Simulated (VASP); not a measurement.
# Al (P6_3/mmc) in VASP: further runs, part 2 of 2

VASP 6.6.1.

## Step 4: Single point, revPBE

The input, INCAR:

```
PREC = Accurate ; ENCUT = 500
EDIFF = 1E-6 ; ISMEAR = 0
SIGMA = 0.1 ; LREAL = False
LASPH = True ; NELM = 120
ALGO = Normal ; ISIF = 2
LWAVE = False ; LCHARG = True
GGA = RE ; LELF = True
LVHAR = True ; ISYM = 0
NBANDS = 10 ; GGA_COMPAT = False
```

The input, KPOINTS:

```
Automatic mesh
0
Gamma
  3 3 2
  0.5 0.5 0
```

The input, POSCAR:

```
Al
1.0
    2.8124553515      0.0000000000      0.0000000000
   -1.4062276757      2.4356577814      0.0000000000
    0.0000000000      0.0000000000      4.8668500000
Al
2
Direct
    0.6666666667      0.3333333333      0.7500000000
    0.3333333333      0.6666666667      0.2500000000
```

Potentials or basis: VASP PAW PBE potentials, release 64 (Al).

On the command line:

```
$ cat potpaw_PBE.64/Al/POTCAR > POTCAR
$ mpirun -np 1 vasp_std > vasp.out
```

OUTCAR:

```text
PREC = Accurate
   ENCUT = 500
   EDIFF = 1E-6
   ISMEAR = 0
   LREAL = False
   LASPH = True
   NELM = 120
   ISIF = 2
   GGA = RE
   ISYM = 0

 ion  position               nearest neighbor table
   1  0.667  0.333  0.750-   2 2.93   2 2.93   2 2.93   2 2.93   2 2.93   2 2.93
   2  0.333  0.667  0.250-   1 2.93   1 2.93   1 2.93   1 2.93   1 2.93   1 2.93

IMPORTANT INFORMATION: All symmetrisations will be switched off!
NOSYMM: (Re-)initialisation of all symmetry stuff for point group C_1.

----------------------------------------------------------------------------------------

                                     Primitive cell

  volume of cell :      33.3388

  direct lattice vectors                    reciprocal lattice vectors
     2.812455352  0.000000000  0.000000000     0.355561200  0.205283355  0.000000000
    -1.406227676  2.435657781  0.000000000     0.000000000  0.410566709  0.000000000
     0.000000000  0.000000000  4.866850000     0.000000000  0.000000000  0.205471712

  length of vectors
     2.812455352  2.812455351  4.866850000     0.410566709  0.410566709  0.205471712

  position of ions in fractional coordinates (direct lattice)
     0.666666667  0.333333333  0.750000000
     0.333333333  0.666666667  0.250000000

  ion indices of the primitive-cell ions
   primitive index   ion index
                 1           1
                 2           2

----------------------------------------------------------------------------------------

 KPOINTS: Automatic mesh

Automatic generation of k-mesh.
 Grid dimensions read from file:
 generate k-points for:    3    3    2

 Generating k-lattice:

  Cartesian coordinates                     Fractional coordinates (reciprocal lattice)
     0.118520400  0.068427785  0.000000000     0.333333333  0.000000000  0.000000000
     0.000000000  0.136855570  0.000000000     0.000000000  0.333333333  0.000000000
     0.000000000  0.000000000  0.102735856     0.000000000  0.000000000  0.500000000

  Length of vectors
     0.136855570  0.136855570  0.102735856
[... 76 lines left out ...]
  Fermi-wavevector in a.u.,A,eV,Ry     =   0.924291  1.746656 11.623640  0.854313
  Thomas-Fermi vector in A             =   2.050021
   LORBIT       =      0    0 simple, 1 ext, 2 COOP (PROOUT), +10 PAW based schemes
   GGA     = RE    functional components
   LHFCALC =     F    Hartree Fock is set to
   AEXX    =    0.0000 exact exchange contribution
   IVDW    =     0    specifies the selected vdW correction
   LEPSILON=     F    determine dielectric tensor
   LRPA    =     F    only Hartree local field effects (RPA)
 non-spin polarized calculation
 Gauss-broadening in eV      SIGMA  =   0.10
  energy-cutoff  :      500.00
  volume of cell :       33.34
 maximum number of plane-waves:       864
 NGX is ok and might be reduce to    24
   NGX = 11   NGY = 11   NGZ = 17

 number of electron       6.0000000 magnetization

 Free energy of the ion-electron system (eV)
  ---------------------------------------------------
  ext. energy  EPLUGINS =         0.00000000
  ---------------------------------------------------
  free energy    TOTEN  =        -7.15436080 eV

  energy without entropy =       -7.12930119  energy(sigma->0) =       -7.14183099

 E-fermi :   7.6380     XC(G=0): -10.1183

 val. band max:        7.6355570521   @ k =   0.5000  -0.3333   0.0000
 cond. band min:       7.6405270243   @ k =  -0.1667  -0.3333   0.0000
 fundamental gap:      0.0049699721
 Fermi energy:         7.6380420425

 k-point     1 :       0.1667    0.1667    0.0000
  band No.  band energies     occupation
      1      -1.0387      2.00000
      2       4.8987      2.00000
      3       5.0640      2.00000
      4      10.8086      0.00000
      5      11.0452      0.00000
      6      16.2003      0.00000
      7      16.2190      0.00000
      8      16.9257      0.00000
      9      17.4703      0.00000
     10      21.2403      0.00000
[... 287 lines left out ...]
 k-point    24 :      -0.3333   -0.1667    0.5000
  band No.  band energies     occupation
      1       3.1529      2.00000
      2       3.1529      2.00000
      3       7.1534      2.00000
      4       7.1534      2.00000
      5      11.0418      0.00000
      6      11.0418      0.00000
      7      15.0898      0.00000
      8      15.0898      0.00000
      9      18.7719      0.00000
     10      18.7719      0.00000

 [... further k-points ...]
[... 5 lines left out ...]
  --------------------------------------------------------------------------------------
  -------------------------------------------------------------------------------------
  Total        1.0332017      1.0332027     -1.4298653      0.0000000      0.0000000     -0.0000000
  in kB       49.6530361     49.6530846    -68.7156774      0.0000024      0.0000013     -0.0000021
  external PRESSURE =      10.1968144 kB  Pullay stress =       0.0000000 kB

 VOLUME and BASIS-vectors are now :
 -----------------------------------------------------------------------------
  energy-cutoff  :      500.00
  volume of cell :       33.34
      direct lattice vectors                 reciprocal lattice vectors
     2.812455352  0.000000000  0.000000000     0.355561200  0.205283355  0.000000000
    -1.406227676  2.435657781  0.000000000     0.000000000  0.410566709  0.000000000
     0.000000000  0.000000000  4.866850000     0.000000000  0.000000000  0.205471712

 POSITION                                       TOTAL-FORCE (eV/Angst)
 -----------------------------------------------------------------------------------
      1.40623      0.81189      3.65014        -0.000000      0.000000      0.000000
     -0.00000      1.62377      1.21671         0.000000     -0.000000     -0.000000
 -----------------------------------------------------------------------------------
    total drift:                                0.000000     -0.000000      0.000000

  FREE ENERGIE OF THE ION-ELECTRON SYSTEM (eV)
  ---------------------------------------------------
  free  energy   TOTEN  =        -7.1543608010 eV

  energy  without entropy=       -7.1293011880  energy(sigma->0) =       -7.14183099
```

stdout:

```text
POSCAR found type information on POSCAR Al
 POSCAR found :  1 types and       2 ions
 scaLAPACK will be used
 -----------------------------------------------------------------------------
|                                                                             |
|                                                                             |
|     You enforced a specific xc type in the INCAR file but a different       |
|     I HOPE YOU KNOW WHAT YOU ARE DOING!                                     |
|                                                                             |
 -----------------------------------------------------------------------------

 LDA part: xc-table for (Slater+PW92), standard interpolation
 POSCAR, INCAR and KPOINTS ok, starting setup
 FFT: planning ... GRIDC
 FFT: planning ... GRID_SOFT
 FFT: planning ... GRID
 WAVECAR not read
 entering main loop
```

Run time: 8.7 s. Hardware: 1 thread of Intel Xeon 6975P-C, shared host; peak memory 0.14 GiB.

What came out:

```
Free energy            : -7.1544 eV
Pressure               : 1.0 GPa
Band gap on the k mesh : zero (band 3 reaches 11.65 eV, above the bottom of band 4 at 4.90 eV)
```

Stress tensor (GPa, compression positive):
```
 4.97  0.00  0.00
 0.00  4.97  0.00
 0.00  0.00 -6.87
```

Caveat: the k points lie up to 0.86 Å⁻¹ apart; the PAW data sets were made with another functional, which shifts forces and pressure a little.

## Step 5: Single point, PBE

The input, INCAR:

```
SYSTEM = Al
ALGO = Normal ; EDIFF = 1E-6
ENCUT = 500 ; GGA = PE
GGA_COMPAT = .False. ; ISIF = 2
ISMEAR = 0 ; LASPH = .True.
LCHARG = .True. ; LELF = .True.
LREAL = .False. ; LVHAR = .True.
LWAVE = .False. ; NBANDS = 10
NELM = 120 ; PREC = Accurate
SIGMA = 0.1
```

The input, KPOINTS:

```
k-points
0
Gamma
  6 6 3
  0 0 0
```

POSCAR is that of step 4.

On the command line:

```
$ cat potpaw_PBE.64/Al/POTCAR > POTCAR
$ mpirun -np 1 vasp_std > vasp.out
```

It took 6.2 s on 1 thread of Intel Xeon 6975P-C, shared host; peak memory 0.14 GiB.

Results (log left out):

* Free energy: -7.2945 eV
* Pressure: 1.9 GPa
* Band gap on the k mesh: zero (band 3 reaches 9.33 eV, above the bottom of band 4 at 5.68 eV)

Stress tensor (GPa, compression positive):
```
 4.70  0.00  0.00
 0.00  4.70  0.00
 0.00  0.00 -3.80
```

Levels at points of the mesh, in eV from the Fermi level:
```
           k point  band 1  band 2  band 3  band 4  band 5  band 6  band 7
(0.00, 0.00, 0.00)  -11.23   -5.23   -4.98   11.00   11.28   11.28   11.50
(0.50, 0.00, 0.00)   -5.19   -5.09    0.44    0.46    1.17    1.30    6.09
```

Caveat: the k points lie up to 0.43 Å⁻¹ apart.

## Step 6: Single point, PBE

The input, INCAR:

```
SYSTEM = Al
PREC = Accurate
ENCUT = 500
EDIFF = 1E-6
ISMEAR = 0
SIGMA = 0.1
LREAL = .FALSE.
LASPH = .TRUE.
NELM = 120
ALGO = Normal
ISIF = 2
LWAVE = .FALSE.
LCHARG = .FALSE.
GGA = PE
NBANDS = 10
GGA_COMPAT = .FALSE.
```

The input, KPOINTS:

```
regular mesh
0
G
  6 6 2
  0 0 0
```

POSCAR is that of step 5.

Potentials or basis: VASP PAW PBE potentials, release 64 (Al).

On the command line:

```
$ cat potpaw_PBE.64/Al/POTCAR > POTCAR
$ mpirun -np 1 vasp_std > vasp.out
```

Wall time 5.7 s (1 thread of Intel Xeon 6975P-C, shared host); peak memory 0.14 GiB.

Results (log left out):

- Free energy: -7.4701 eV
- Pressure: 0.5 GPa
- Band gap on the k mesh: zero (band 3 reaches 11.58 eV, above the bottom of band 4 at 4.81 eV)

Stress tensor (GPa, compression positive):
```
 2.62  0.00  0.00
 0.00  2.62  0.00
 0.00  0.00 -3.82
```

Levels at points of the mesh, in eV from the Fermi level:
| k point | band 1 | band 2 | band 3 | band 4 | band 5 | band 6 | band 7 | band 8 |
| --- | --- | --- | --- | --- | --- | --- | --- | --- |
| (0.00, 0.00, 0.00) | -10.74 | -4.74 | -4.51 | 11.48 | 11.76 | 11.76 | 11.98 | 11.98 |
| (0.50, 0.00, 0.00) | -4.70 | -4.60 | 0.93 | 0.94 | 1.66 | 1.77 | 6.57 | 8.11 |
| (0.00, 0.00, 0.50) | -9.19 | -9.19 | 2.71 | 2.71 | 12.80 | 12.80 | 12.80 | 12.80 |
| (0.50, 0.00, 0.50) | -3.49 | -3.49 | -2.76 | -2.76 | 7.75 | 7.75 | 7.90 | 7.90 |

Caveat: the k points lie up to 0.65 Å⁻¹ apart.

## Step 7: The runs side by side

| level | k mesh | smearing | gap on the mesh (eV) | pressure (GPa) |
| --- | --- | --- | --- | --- |
| PBE+D4 | 3 × 3 × 2 | gaussian 0.1 eV | none | -2.0 |
| BLYP+D3(BJ) | 3 × 3 × 2 | gaussian 0.016 eV | none | -3.1 |
| revPBE | 3 × 3 × 2, shifted | gaussian 0.1 eV | none | 1.0 |
| PBE | 6 × 6 × 3 | gaussian 0.1 eV | none | 1.9 |
| PBE | 6 × 6 × 2 | gaussian 0.1 eV | none | 0.5 |

Alike in all rows: task single point; potentials or basis VASP PAW PBE potentials, release 64 (Al); no spin polarisation; cell as given; cutoff (eV) 500.

Caveats: all runs use coarse meshes; pairwise dispersion overbinds metals, which lowers pressure and volume (some runs); the PAW data sets were made with another functional, which shifts forces and pressure a little (some runs).

Absolute energies hang on the potentials; compare differences alone.
